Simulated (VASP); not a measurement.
# EuS (Fm-3m) in VASP: single point with PBE

Aim: the single point of EuS with PBE.

Everything below comes from runs of VASP 6.6.1. Logs are shortened: lines on timing, memory, paths and dates and some standing lists are left out, and cuts for length are marked.

## (1) The cell of the first run

Symmetry: Fm-3m, No. 225, cubic system. The conventional cell has a = 5.957 Å, b = 5.957 Å, c = 5.957 Å, α = 90.00°, β = 90.00°, γ = 90.00°. Within 3.9 Å of Eu (site symmetry m-3m) lie 6 S at 2.98 Å. Within 3.9 Å of S (site symmetry m-3m) lie 6 Eu at 2.98 Å.

## (2) Single point, PBE, collinear spin, ferromagnetic start

Contents of INCAR:

```
SYSTEM = EuS
PREC = Accurate
ENCUT = 600
EDIFF = 1E-6
ISMEAR = -1
SIGMA = 0.1
LREAL = .FALSE.
LASPH = .TRUE.
NELM = 200
ALGO = Normal
ISIF = 2
LWAVE = .FALSE.
LCHARG = .FALSE.
ISPIN = 2
MAGMOM = 7 0
LORBIT = 11
LMAXMIX = 6
GGA = PE
NBANDS = 22
GGA_COMPAT = .FALSE.
```

Contents of KPOINTS:

```
Automatic mesh
0
G
  10 10 10
  0 0 0
```

Contents of POSCAR:

```
EuS
1.0
    0.0000000000      2.9785000000      2.9785000000
    2.9785000000      0.0000000000      2.9785000000
    2.9785000000      2.9785000000      0.0000000000
Eu S
1 1
Direct
    0.0000000000      0.0000000000      0.0000000000
    0.5000000000      0.5000000000      0.5000000000
```

Potentials or basis: VASP PAW PBE potentials, release 64 (Eu, S).

Command:

```bash
$ cat potpaw_PBE.64/Eu/POTCAR potpaw_PBE.64/S/POTCAR > POTCAR
$ mpirun -np 1 vasp_std > vasp.out
```

OUTCAR:

```text
SYSTEM = EuS
   PREC = Accurate
   ENCUT = 600
   EDIFF = 1E-6
   ISMEAR = -1
   LREAL = .FALSE.
   LASPH = .TRUE.
   NELM = 200
   ISIF = 2
   ISPIN = 2
   LORBIT = 11
   GGA = PE

 ion  position               nearest neighbor table
   1  0.000  0.000  0.000-   2 2.98   2 2.98   2 2.98   2 2.98   2 2.98   2 2.98
   2  0.500  0.500  0.500-   1 2.98   1 2.98   1 2.98   1 2.98   1 2.98   1 2.98

  LATTYP: Found a face centered cubic cell.
 ALAT       =     5.9570000000

  Lattice vectors:

 A1 = (   0.0000000000,   2.9785000000,   2.9785000000)
 A2 = (   2.9785000000,   0.0000000000,   2.9785000000)
 A3 = (   2.9785000000,   2.9785000000,   0.0000000000)

Analysis of symmetry for initial positions (statically):
=====================================================================
 Subroutine PRICEL returns:
 Original cell was already a primitive cell.

 Routine SETGRP: Setting up the symmetry group for a
 face centered cubic supercell.

 Subroutine GETGRP returns: Found 48 space group operations
 (whereof 48 operations were pure point group operations)
 out of a pool of 48 trial point group operations.

The static configuration has the point symmetry O_h .

Analysis of symmetry for dynamics (positions and initial velocities):
=====================================================================
 Subroutine PRICEL returns:
 Original cell was already a primitive cell.

 Routine SETGRP: Setting up the symmetry group for a
 face centered cubic supercell.

 Subroutine GETGRP returns: Found 48 space group operations
 (whereof 48 operations were pure point group operations)
 out of a pool of 48 trial point group operations.

The dynamic configuration has the point symmetry O_h .

Analysis of structural, dynamic, and magnetic symmetry:
=====================================================================
 Subroutine PRICEL returns:
 Original cell was already a primitive cell.

 Routine SETGRP: Setting up the symmetry group for a
 face centered cubic supercell.

 Subroutine GETGRP returns: Found 48 space group operations
 (whereof 48 operations were pure point group operations)
 out of a pool of 48 trial point group operations.

The overall configuration has the point symmetry O_h .

 Subroutine INISYM returns: Found 48 space group operations
 (whereof 48 operations are pure point group operations),
 and found     1 'primitive' translations

----------------------------------------------------------------------------------------

                                     Primitive cell

  volume of cell :      52.8473

  direct lattice vectors                    reciprocal lattice vectors
     0.000000000  2.978500000  2.978500000    -0.167869733  0.167869733  0.167869733
     2.978500000  0.000000000  2.978500000     0.167869733 -0.167869733  0.167869733
     2.978500000  2.978500000  0.000000000     0.167869733  0.167869733 -0.167869733

  length of vectors
     4.212235096  4.212235096  4.212235096     0.290758907  0.290758907  0.290758907

  position of ions in fractional coordinates (direct lattice)
     0.000000000  0.000000000  0.000000000
     0.500000000  0.500000000  0.500000000

  ion indices of the primitive-cell ions
   primitive index   ion index
                 1           1
                 2           2

----------------------------------------------------------------------------------------

 KPOINTS: Automatic mesh

Automatic generation of k-mesh.
 Grid dimensions read from file:
 generate k-points for:   10   10   10

 Generating k-lattice:

  Cartesian coordinates                     Fractional coordinates (reciprocal lattice)
    -0.016786973  0.016786973  0.016786973     0.100000000  0.000000000  0.000000000
     0.016786973 -0.016786973  0.016786973     0.000000000  0.100000000  0.000000000
     0.016786973  0.016786973 -0.016786973     0.000000000  0.000000000  0.100000000

  Length of vectors
     0.029075891  0.029075891  0.029075891

  Shift w.r.t. Gamma in fractional coordinates (k-lattice)
     0.000000000  0.000000000  0.000000000

 Subroutine IBZKPT returns following result:
 ===========================================

 Found     47 irreducible k-points:

 Following reciprocal coordinates:
            Coordinates               Weight
  0.000000  0.000000  0.000000      1.000000
  0.100000  0.000000  0.000000      8.000000
  0.200000  0.000000  0.000000      8.000000
  0.300000  0.000000  0.000000      8.000000
  0.400000  0.000000  0.000000      8.000000
  0.500000  0.000000  0.000000      4.000000
[... 16 lines left out ...]
  0.300000  0.300000  0.000000      6.000000
  0.400000  0.300000  0.000000     24.000000
 [... further k-points ...]
   k-points           NKPTS =     47   k-points in BZ     NKDIM =     47   number of bands    NBANDS=     22
   number of dos      NEDOS =    301   number of ions     NIONS =      2
   total plane-waves  NPLWV =  46656
   dimension x,y,z NGX =    36 NGY =   36 NGZ =   36
   dimension x,y,z NGXF=    72 NGYF=   72 NGZF=   72
   ions per type =               1   1
   NGX,Y,Z   is equivalent  to a cutoff of  14.21, 14.21, 14.21 a.u.
   NGXF,Y,Z  is equivalent  to a cutoff of  28.42, 28.42, 28.42 a.u.
 SYSTEM =  EuS
   PREC   = accura    normal or accurate (medium, high low for compatibility)
   ISTART =      0    job   : 0-new  1-cont  2-samecut
   ICHARG =      2    charge: 1-file 2-atom 10-const
   ISPIN  =      2    spin polarized calculation?
   LNONCOLLINEAR =      F non collinear calculations
   LSORBIT =      F    spin-orbit coupling
   LASPH  =      T    aspherical Exc in radial PAW
   ENCUT  =  600.0 eV  44.10 Ry    6.64 a.u.   8.41  8.41  8.41*2*pi/ulx,y,z
   NELM   =    200;   NELMIN=  2; NELMDL= -5     # of ELM steps
   EDIFF  = 0.1E-05   stopping-criterion for ELM
   LREAL  =      F    real-space projection
   EDIFFG = 0.1E-04   stopping-criterion for IOM
   NSW    =      0    number of steps for IOM
   IBRION =     -1    ionic relax: 0-MD 1-quasi-New 2-CG
   NFREE  =      0    steps in history (QN), initial steepest desc. (CG)
   ISIF   =      2    stress and relaxation
   ISYM   =      2    0-nonsym 1-usesym 2-fastsym
   POTIM  = 0.5000    time-step for ionic-motion
   TEBEG  =    0.0;   TEEND  =   0.0 temperature during run
   PSTRESS=    0.0 pullay stress
   NELECT =      23.0000    total number of electrons
   NUPDOWN=      -1.0000    fix difference up-down
   EMIN   =  10.00;   EMAX   =-10.00  energy-range for DOS
   EFERMI =   0.00;   METHOD = LEGACY
   ISMEAR =    -1;   SIGMA  =   0.10  broadening in eV -4-tet -1-fermi 0-gaus
   EFERMI_NEDOS =   21; number of points for ismear=-14 and -15
   IALGO  =     38    algorithm
   IMIX   =      4    mixing-type and parameters
     AMIX     =   0.40;   BMIX     =  1.00
     AMIX_MAG =   1.60;   BMIX_MAG =  1.00
  volume/ion in A,a.u.               =      26.42       178.32
  Fermi-wavevector in a.u.,A,eV,Ry     =   1.240633  2.344456 20.941667  1.539169
  Thomas-Fermi vector in A             =   2.375065
   LORBIT       =     11    0 simple, 1 ext, 2 COOP (PROOUT), +10 PAW based schemes
   GGA     = PE    functional components
   LHFCALC =     F    Hartree Fock is set to
   AEXX    =    0.0000 exact exchange contribution
   IVDW    =     0    specifies the selected vdW correction
   LEPSILON=     F    determine dielectric tensor
   LRPA    =     F    only Hartree local field effects (RPA)
 spin polarized calculation
  energy-cutoff  :      600.00
  volume of cell :       52.85
 maximum number of plane-waves:      1807
 NGX is ok and might be reduce to    36
   NGX = 17   NGY = 17   NGZ = 17

 number of electron      22.9999997 magnetization       6.9544953

 Free energy of the ion-electron system (eV)
  ---------------------------------------------------
  ext. energy  EPLUGINS =         0.00000000
  ---------------------------------------------------
  free energy    TOTEN  =       -19.92256389 eV

  energy without entropy =      -19.86933765  energy(sigma->0) =      -19.89595077

 E-fermi :   4.3845     XC(G=0):  -9.6419

 val. band max:        4.3524520883   @ k =   0.4000   0.3000   0.0000
 cond. band min:       4.4015865655   @ k =   0.5000   0.4000   0.0000
 fundamental gap:      0.0491344772
 Fermi energy:         4.3844996352

 spin component 1

 k-point     1 :       0.0000    0.0000    0.0000
  band No.  band energies     occupation
      1     -37.2641      1.00000
      2     -15.9658      1.00000
      3     -15.9658      1.00000
      4     -15.9658      1.00000
      5      -9.1794      1.00000
      6       1.5173      1.00000
[... 14 lines left out ...]
     21       6.2223      0.00000
     22      11.6644      0.00000

 k-point     2 :       0.1000    0.0000    0.0000
  band No.  band energies     occupation
      1     -37.2628      1.00000
      2     -15.9991      1.00000
      3     -15.9682      1.00000
      4     -15.9682      1.00000
      5      -9.1027      1.00000
      6       1.1449      1.00000
[... 14 lines left out ...]
     21       6.5976      0.00000
     22      12.0545      0.00000

 k-point     3 :       0.2000    0.0000    0.0000
  band No.  band energies     occupation
      1     -37.2596      1.00000
      2     -16.0840      1.00000
      3     -15.9744      1.00000
      4     -15.9744      1.00000
      5      -8.8998      1.00000
      6       0.3766      1.00000
[... 14 lines left out ...]
     21       7.5190      0.00000
     22      12.8691      0.00000
[... 476 lines left out ...]
 k-point    23 :       0.3000    0.3000    0.0000
  band No.  band energies     occupation
      1     -37.2530      1.00000
      2     -16.1421      1.00000
      3     -16.0262      1.00000
      4     -16.0262      1.00000
      5      -8.7586      1.00000
      6      -0.1940      1.00000
[... 14 lines left out ...]
     21      10.9688      0.00000
     22      11.4266      0.00000

 k-point    24 :       0.4000    0.3000    0.0000
  band No.  band energies     occupation
      1     -37.2504      1.00000
      2     -16.1736      1.00000
      3     -16.0443      1.00000
      4     -16.0357      1.00000
      5      -8.7133      1.00000
      6      -0.1429      1.00000
[... 14 lines left out ...]
     21      10.1910      0.00000
     22      11.1670      0.00000

 [... further k-points ...]

 spin component 2

 k-point     1 :       0.0000    0.0000    0.0000
  band No.  band energies     occupation
      1     -34.1874      1.00000
      2     -13.7177      1.00000
      3     -13.7177      1.00000
      4     -13.7177      1.00000
      5      -9.1744      1.00000
      6       1.6723      1.00000
[... 14 lines left out ...]
     21       8.9574      0.00000
     22      12.7889      0.00000

 k-point     2 :       0.1000    0.0000    0.0000
  band No.  band energies     occupation
      1     -34.1856      1.00000
      2     -13.7721      1.00000
      3     -13.7205      1.00000
      4     -13.7205      1.00000
      5      -9.0818      1.00000
      6       1.3118      1.00000
[... 14 lines left out ...]
     21       8.9844      0.00000
     22      13.1360      0.00000

 k-point     3 :       0.2000    0.0000    0.0000
  band No.  band energies     occupation
      1     -34.1811      1.00000
      2     -13.9068      1.00000
      3     -13.7279      1.00000
      4     -13.7279      1.00000
      5      -8.8434      1.00000
      6       0.5682      1.00000
[... 14 lines left out ...]
     21       9.1363      0.00000
     22      13.9532      0.00000
[... 476 lines left out ...]
 k-point    23 :       0.3000    0.3000    0.0000
  band No.  band energies     occupation
      1     -34.1718      1.00000
      2     -13.9780      1.00000
      3     -13.7984      1.00000
      4     -13.7984      1.00000
      5      -8.7318      1.00000
      6       0.0115      1.00000
[... 14 lines left out ...]
     21      11.5827      0.00000
     22      12.3902      0.00000

 k-point    24 :       0.4000    0.3000    0.0000
  band No.  band energies     occupation
      1     -34.1683      1.00000
      2     -14.0172      1.00000
      3     -13.8231      1.00000
      4     -13.8108      1.00000
      5      -8.7008      1.00000
      6       0.0883      1.00000
[... 14 lines left out ...]
     21      11.0532      0.00000
     22      11.9342      0.00000

 [... further k-points ...]

------------------------ aborting loop because EDIFF is reached ----------------------------------------

  FORCE on cell =-STRESS in cart. coord.  units (eV):
  Direction    XX          YY          ZZ          XY          YZ          ZX
  --------------------------------------------------------------------------------------
  -------------------------------------------------------------------------------------
  Total       -0.9273534     -0.9273534     -0.9273534      0.0000000      0.0000000      0.0000000
  in kB      -28.1146730    -28.1146730    -28.1146730      0.0000000      0.0000000      0.0000000
  external PRESSURE =     -28.1146730 kB  Pullay stress =       0.0000000 kB

 VOLUME and BASIS-vectors are now :
 -----------------------------------------------------------------------------
  energy-cutoff  :      600.00
  volume of cell :       52.85
      direct lattice vectors                 reciprocal lattice vectors
     0.000000000  2.978500000  2.978500000    -0.167869733  0.167869733  0.167869733
     2.978500000  0.000000000  2.978500000     0.167869733 -0.167869733  0.167869733
     2.978500000  2.978500000  0.000000000     0.167869733  0.167869733 -0.167869733

 POSITION                                       TOTAL-FORCE (eV/Angst)
 -----------------------------------------------------------------------------------
      0.00000      0.00000      0.00000        -0.000000     -0.000000      0.000000
      2.97850      2.97850      2.97850         0.000000      0.000000     -0.000000
 -----------------------------------------------------------------------------------
    total drift:                               -0.000000      0.000000      0.000000

  FREE ENERGIE OF THE ION-ELECTRON SYSTEM (eV)
  ---------------------------------------------------
  free  energy   TOTEN  =       -19.9225638931 eV

  energy  without entropy=      -19.8693376485  energy(sigma->0) =      -19.89595077

 total charge

# of ion       s       p       d       f       tot
--------------------------------------------------
    1        2.027   5.755   0.311   6.643  14.735
    2        1.316   2.429   0.000   0.000   3.745
--------------------------------------------------
tot          3.343   8.184   0.311   6.643  18.480

 magnetization (x)

# of ion       s       p       d       f       tot
--------------------------------------------------
    1       -0.015  -0.113   0.090   6.612   6.574
    2       -0.007  -0.063   0.000   0.000  -0.069
--------------------------------------------------
tot         -0.021  -0.176   0.090   6.612   6.504
```

Run time: 4 min. Hardware: 1 thread of Oxide Virtual Turin-like, shared host; peak memory 0.29 GiB.

Results:

```
Free energy                                           : -19.9226 eV
Pressure                                              : -2.8 GPa
Net moment                                            : 6.95 μB per cell
Site moments                                          : Eu +6.57; S -0.07 μB
Valence electrons inside the program's atomic spheres : Eu 14.73; S 3.75
```

Caveat: spin-orbit coupling is left out, which moves the levels of the heavy elements; a cell with one magnetic atom can't hold antiferromagnetic order, which such compounds often take; semilocal functionals describe open f shells poorly, which spoils levels, moments and volumes. The state reached can hang on the start; a lower one may exist.
